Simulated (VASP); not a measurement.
# AlIn2Sb3 (I-4m2) in VASP: single point with PBE

Aim: the single point of AlIn2Sb3 with PBE.

All numbers are computed with VASP 6.6.1; they aren't measurements. Logs are shortened: lines on timing, memory, paths and dates and some standing lists are left out, and cuts for length are marked.

### Step 1. The cell of the first run

It takes space group I-4m2 (No. 119, tetragonal). The conventional cell has a = 4.588 Å, b = 4.588 Å, c = 19.519 Å, α = 90.00°, β = 90.00°, γ = 90.00°. Al (site symmetry -4m2) has 4 Sb at 2.73 Å within 3.6 Å. In (site symmetry 2mm) has 4 Sb at 2.85 to 2.86 Å within 3.8 Å. Sb (site symmetry 2mm) has 2 Al at 2.73 Å and 2 In at 2.86 Å within 3.6 Å. Within 3.8 Å of Sb (site symmetry -4m2) lie 4 In at 2.85 Å.

### Step 2. Single point, PBE

The input, INCAR:

```
  ALGO = Normal
  EDIFF = 1E-6
  ENCUT = 520
  GGA = PE
  ISIF = 2
  ISMEAR = 0
  LASPH = T
  LCHARG = T
  LELF = T
  LREAL = F
  LVHAR = T
  LWAVE = F
  NBANDS = 31
  NELM = 60
  PREC = Accurate
  SIGMA = 0.1
```

The input, KPOINTS:

```
k-points
0
Gamma
  12 12 12
```

The input, POSCAR:

```
AlIn2Sb3
1.0
   -2.2941278000      2.2941278000      9.7593022000
    2.2941278000     -2.2941278000      9.7593022000
    2.2941278000      2.2941278000     -9.7593022000
Al In Sb
1 2 3
Direct
    0.5000000000      0.5000000000      0.0000000000
    0.8367700000      0.8367700000      0.0000000000
    0.1632300000      0.1632300000      0.0000000000
    0.5757470000      0.0757470000      0.5000000000
    0.2500000000      0.7500000000      0.5000000000
    0.9242530000      0.4242530000      0.5000000000
```

Potentials or basis: VASP PAW PBE potentials, release 64 (Al, In_d, Sb).

Command:

```
$ cat potpaw_PBE.64/Al/POTCAR potpaw_PBE.64/In_d/POTCAR potpaw_PBE.64/Sb/POTCAR > POTCAR
$ mpirun -np 1 vasp_std > vasp.out
```

OUTCAR:

```text
EDIFF = 1E-6
   ENCUT = 520
   GGA = PE
   ISIF = 2
   ISMEAR = 0
   LASPH = T
   LREAL = F
   NELM = 60
   PREC = Accurate

 ion  position               nearest neighbor table
   1  0.500  0.500  0.000-   4 2.73   6 2.73   4 2.73   6 2.73
   2  0.837  0.837  0.000-   5 2.85   5 2.85   6 2.86   6 2.86
   3  0.163  0.163  0.000-   5 2.85   5 2.85   4 2.86   4 2.86
   4  0.576  0.076  0.500-   1 2.73   1 2.73   3 2.86   3 2.86
   5  0.250  0.750  0.500-   3 2.85   2 2.85   2 2.85   3 2.85
   6  0.924  0.424  0.500-   1 2.73   1 2.73   2 2.86   2 2.86

  LATTYP: Found a body centered tetragonal cell.
 ALAT       =     4.5882556000
 C/A-ratio  =     4.2540359783

  Lattice vectors:

 A1 = (  -2.2941278000,   2.2941278000,   9.7593022000)
 A2 = (   2.2941278000,  -2.2941278000,   9.7593022000)
 A3 = (   2.2941278000,   2.2941278000,  -9.7593022000)

Analysis of symmetry for initial positions (statically):
=====================================================================
 Subroutine PRICEL returns:
 Original cell was already a primitive cell.

 Routine SETGRP: Setting up the symmetry group for a
 body centered tetragonal supercell.

 Subroutine GETGRP returns: Found  8 space group operations
 (whereof  8 operations were pure point group operations)
 out of a pool of 16 trial point group operations.

The static configuration has the point symmetry D_2d.

Analysis of symmetry for dynamics (positions and initial velocities):
=====================================================================
 Subroutine PRICEL returns:
 Original cell was already a primitive cell.

 Routine SETGRP: Setting up the symmetry group for a
 body centered tetragonal supercell.

 Subroutine GETGRP returns: Found  8 space group operations
 (whereof  8 operations were pure point group operations)
 out of a pool of 16 trial point group operations.

The dynamic configuration has the point symmetry D_2d.

 Subroutine INISYM returns: Found  8 space group operations
 (whereof  8 operations are pure point group operations),
 and found     1 'primitive' translations

----------------------------------------------------------------------------------------

                                     Primitive cell
[... 92 lines left out ...]
   ICHARG =      2    charge: 1-file 2-atom 10-const
   ISPIN  =      1    spin polarized calculation?
   LNONCOLLINEAR =      F non collinear calculations
   LSORBIT =      F    spin-orbit coupling
   LASPH  =      T    aspherical Exc in radial PAW
   ENCUT  =  520.0 eV  38.22 Ry    6.18 a.u.  19.12 19.12 19.12*2*pi/ulx,y,z
   NELM   =     60;   NELMIN=  2; NELMDL= -5     # of ELM steps
   EDIFF  = 0.1E-05   stopping-criterion for ELM
   LREAL  =      F    real-space projection
   EDIFFG = 0.1E-04   stopping-criterion for IOM
   NSW    =      0    number of steps for IOM
   IBRION =     -1    ionic relax: 0-MD 1-quasi-New 2-CG
   NFREE  =      0    steps in history (QN), initial steepest desc. (CG)
   ISIF   =      2    stress and relaxation
   ISYM   =      2    0-nonsym 1-usesym 2-fastsym
   POTIM  = 0.5000    time-step for ionic-motion
   TEBEG  =    0.0;   TEEND  =   0.0 temperature during run
   PSTRESS=    0.0 pullay stress
   NELECT =      44.0000    total number of electrons
   NUPDOWN=      -1.0000    fix difference up-down
   EMIN   =  10.00;   EMAX   =-10.00  energy-range for DOS
   EFERMI =   0.00;   METHOD = LEGACY
   ISMEAR =     0;   SIGMA  =   0.10  broadening in eV -4-tet -1-fermi 0-gaus
   EFERMI_NEDOS =   21; number of points for ismear=-14 and -15
   IALGO  =     38    algorithm
   IMIX   =      4    mixing-type and parameters
     AMIX     =   0.40;   BMIX     =  1.00
     AMIX_MAG =   1.60;   BMIX_MAG =  1.00
  volume/ion in A,a.u.               =      34.24       231.08
  Fermi-wavevector in a.u.,A,eV,Ry     =   0.979462  1.850915 13.052701  0.959346
  Thomas-Fermi vector in A             =   2.110317
   LORBIT       =      0    0 simple, 1 ext, 2 COOP (PROOUT), +10 PAW based schemes
   GGA     = PE    functional components
   LHFCALC =     F    Hartree Fock is set to
   AEXX    =    0.0000 exact exchange contribution
   IVDW    =     0    specifies the selected vdW correction
   LEPSILON=     F    determine dielectric tensor
   LRPA    =     F    only Hartree local field effects (RPA)
 non-spin polarized calculation
 Gauss-broadening in eV      SIGMA  =   0.10
  energy-cutoff  :      520.00
  volume of cell :      205.45
 maximum number of plane-waves:      5574
 NGX is ok and might be reduce to    80
   NGX = 39   NGY = 39   NGZ = 39

 number of electron      44.0000000 magnetization

 Free energy of the ion-electron system (eV)
  ---------------------------------------------------
  ext. energy  EPLUGINS =         0.00000000
  ---------------------------------------------------
  free energy    TOTEN  =       -22.06148309 eV

  energy without entropy =      -22.06131158  energy(sigma->0) =      -22.06139734

 E-fermi :   4.5505     XC(G=0):  -8.4392

 val. band max:        4.4651136878   @ k =   0.0000   0.0000   0.0000
 cond. band min:       4.7636524243   @ k =  -0.0833  -0.0833   0.0833
 fundamental gap:      0.2985387365
 Fermi energy:         4.5504799830

 k-point     1 :       0.0000    0.0000    0.0000
  band No.  band energies     occupation
      1     -10.0219      2.00000
      2      -9.9914      2.00000
      3      -9.9601      2.00000
      4      -9.9601      2.00000
      5      -9.9422      2.00000
      6      -9.9422      2.00000
[... 805 lines left out ...]
     30       9.0373      0.00000
     31       9.4731      0.00000

 [... further k-points ...]
[... 5 lines left out ...]
  --------------------------------------------------------------------------------------
  -------------------------------------------------------------------------------------
  Total        0.0082255      0.0082255      0.0065232      0.0000000      0.0000000      0.0000000
  in kB        0.0641448      0.0641448      0.0508697      0.0000000      0.0000000      0.0000000
  external PRESSURE =       0.0597197 kB  Pullay stress =       0.0000000 kB

 VOLUME and BASIS-vectors are now :
 -----------------------------------------------------------------------------
  energy-cutoff  :      520.00
  volume of cell :      205.45
      direct lattice vectors                 reciprocal lattice vectors
    -2.294127800  2.294127800  9.759302200     0.000000000  0.217947753  0.051233171
     2.294127800 -2.294127800  9.759302200     0.217947753  0.000000000  0.051233171
     2.294127800  2.294127800 -9.759302200     0.217947753  0.217947753  0.000000000

 POSITION                                       TOTAL-FORCE (eV/Angst)
 -----------------------------------------------------------------------------------
      0.00000      0.00000      9.75930        -0.000000      0.000000      0.000000
      0.00000      0.00000     16.33258         0.000000     -0.000000     -0.006566
      0.00000      0.00000      3.18602         0.000000     -0.000000      0.006566
      0.00000      2.29413      1.47848         0.000000      0.000000      0.020691
      2.29413      0.00000      4.87965        -0.000000      0.000000      0.000000
      0.00000      2.29413      8.28083         0.000000      0.000000     -0.020691
 -----------------------------------------------------------------------------------
    total drift:                                0.000000     -0.000000     -0.000000

  FREE ENERGIE OF THE ION-ELECTRON SYSTEM (eV)
  ---------------------------------------------------
  free  energy   TOTEN  =       -22.0614830901 eV

  energy  without entropy=      -22.0613115815  energy(sigma->0) =      -22.06139734
```

Wall time 45 min (1 thread of Intel Xeon 6975P-C (Granite Rapids), shared host); peak memory 1.6 GiB.

What came out:

- Free energy: -22.0615 eV
- Pressure: 0.0 GPa
- Largest force: 0.021 eV/Å
- Band gap on the k mesh: zero (filled and empty bands touch)

Forces on the atoms (eV/Å):
```
Al   0.000  0.000  0.000
In   0.000  0.000 -0.007
In   0.000  0.000  0.007
Sb   0.000  0.000  0.021
Sb   0.000  0.000  0.000
Sb   0.000  0.000 -0.021
```

Levels at points of the mesh, in eV from the Fermi level:
```csv
k point,band 18,band 19,band 20,band 21,band 22,band 23,band 24,band 25,band 26,band 27
"(0.00, 0.00, 0.00)",-1.63,-1.63,-0.22,-0.13,-0.09,-0.09,1.18,1.23,2.08,2.25
"(0.50, 0.00, 0.00)",-2.24,-1.44,-1.02,-0.90,-0.82,0.53,1.59,1.85,3.50,3.63
"(0.50, 0.50, 0.00)",-2.65,-2.53,-2.53,-2.17,-2.17,1.18,1.29,2.56,2.59,2.69
"(0.50, 0.50, 0.50)",-2.26,-0.99,-0.99,-0.74,-0.74,1.08,1.21,1.88,1.95,2.30
```

Caveat: semilocal functionals underestimate gaps, so a narrow gap can read as zero; spin-orbit coupling is left out, which moves the levels of the heavy elements.
